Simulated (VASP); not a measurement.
Here is a VASP 6.6.1 calculation.

Contents of INCAR:

```
SYSTEM = ZrB
AGGAC = 1.0
AGGAX = 1.0
ALDAC = 0.0
ALDAX = 1.0
ALGO = Normal
EDIFF = 1E-6
EDIFFG = -0.01
ENCUT = 600
GGA = B5
IBRION = 2
ISIF = 3
ISMEAR = -1
LASPH = .True.
LCHARG = .False.
LREAL = .False.
LWAVE = .False.
NELM = 60
NSW = 60
PREC = Accurate
SIGMA = 0.05
```

The input KPOINTS:

```
k-points
0
Gamma
  10 10 7
  0 0 0
```

POSCAR

```
ZrB
1.0
    1.9614334600     -1.9857162700      0.0000000000
    1.9614334600      1.9857162700      0.0000000000
    0.0000000000      0.0000000000      4.0139456300
Zr B
1 1
Direct
    0.0000000000      0.0000000000      0.5000000000
    0.5000000000      0.5000000000      0.5000000000
```

Potentials or basis: VASP PAW PBE potentials, release 64 (Zr_sv, B).

Command:

```console
$ cat potpaw_PBE.64/Zr_sv/POTCAR potpaw_PBE.64/B/POTCAR > POTCAR
$ mpirun -np 1 vasp_std > vasp.out
```

Q: What does it give for the relaxed volume?

A: 18.22 Å³/atom.

Q: Predict the space group after relaxing (to 0.05 Å).

A: P4/mmm (No. 123).

Final structure:
```yaml
crystal:
  lattice:
    - [2.43582, -2.43708, 0.00000]
    - [2.43582, 2.43708, 0.00000]
    - [0.00000, 0.00000, 3.06871]
  atoms:
    - { symbol: Zr, position: [0.00000, 0.00000, 0.50000] }
    - { symbol: B, position: [0.50000, 0.50000, 0.50000] }
```

Caveat: the volume moved by over 15 % at a fixed basis, so the end points are rough; the PAW data sets were made with another functional, which shifts forces and pressure a little.
